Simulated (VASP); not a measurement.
**ReP2: relaxation of cell and atoms with PBE**

Crystal: ReP2.

```
CELL_PARAMETERS angstrom
3.95592 0.00000 0.00000
0.00000 3.95592 0.00000
0.00000 0.00000 3.05994
ATOMIC_POSITIONS crystal
Re 0.00000 0.00000 0.00000
P 0.00000 0.50000 0.50000
P 0.50000 0.00000 0.50000
```

The cell was built from a structure type or drawn by symmetry, and may not be a known phase.

```yaml
Program: VASP 6.6.1
Task: relaxation of cell and atoms
Functional: PBE
Potentials_or_basis: VASP PAW PBE potentials, release 64 (Re, P)
Cutoff: 600 eV
k_mesh: 12 × 12 × 16
Occupations: gaussian, width 0.1 eV
Spin: no spin polarisation
Dipole_correction: no
Further_INCAR_settings: ALGO = Normal; EDIFF = 1e-06; IBRION = 2; EDIFFG = -0.01; NSW = 100; ISIF = 3
```

The relaxed volume is 16.03 Å³/atom. The relaxed cell is a = 4.002 Å, b = 4.002 Å, c = 3.002 Å, α = 90.00°, β = 90.00°, γ = 90.00°. The space group after relaxing (to 0.1 Å) is P4/mmm (No. 123), the energy gained by relaxing is 4.8 meV/atom and the ionic steps are 6. The pressure after relaxing is 0.0 GPa. The band gap on the k mesh is zero (an odd number of electrons rules out a gap without spin polarisation).

Step by step:
```csv
step,energy change (eV),largest force (eV/Å),pressure (GPa),volume (Å³)
1,0.0000,0.0000,-0.04,47.89
2,-0.0127,0.0000,0.64,47.85
3,-0.0137,0.0000,0.85,47.83
4,-0.0137,0.0000,0.90,47.83
5,-0.0126,0.0000,-1.35,48.49
6,-0.0144,0.0000,0.02,48.08
```

Final structure:
```yaml
crystal:
  lattice:
    - [4.00216, 0.00000, 0.00000]
    - [0.00000, 4.00216, 0.00000]
    - [0.00000, 0.00000, 3.00183]
  atoms:
    - { symbol: Re, position: [0.00000, 0.00000, 0.00000] }
    - { symbol: P, position: [0.00000, 0.50000, 0.50000] }
    - { symbol: P, position: [0.50000, 0.00000, 0.50000] }
```

Levels at points of the mesh, in eV from the Fermi level:
```
           k point  band 6  band 7  band 8  band 9  band 10  band 11  band 12
(0.00, 0.00, 0.00)   -1.86   -1.10   -1.10    0.31     1.69     1.69     2.19
(0.50, 0.00, 0.00)   -2.74   -2.40   -1.82   -1.03     1.51     2.52     3.12
(0.50, 0.50, 0.00)   -2.64   -2.64   -1.88    1.43     3.81     6.20     6.20
(0.00, 0.00, 0.50)   -5.92   -0.69    1.27    1.27     2.33     3.44     4.16
(0.50, 0.00, 0.50)   -1.45   -1.42   -1.32   -1.06    -0.34     1.12     2.48
(0.50, 0.50, 0.50)   -4.47   -2.66   -1.38   -1.35     1.16     1.16     2.86
```

It took 3.2 min on 1 thread of Intel(R) Xeon(R) 6975P-C (Granite Rapids), with other jobs on the host, peak memory 0.33 GiB.

Caveat: spin-orbit coupling is left out, which moves the levels of the heavy elements.
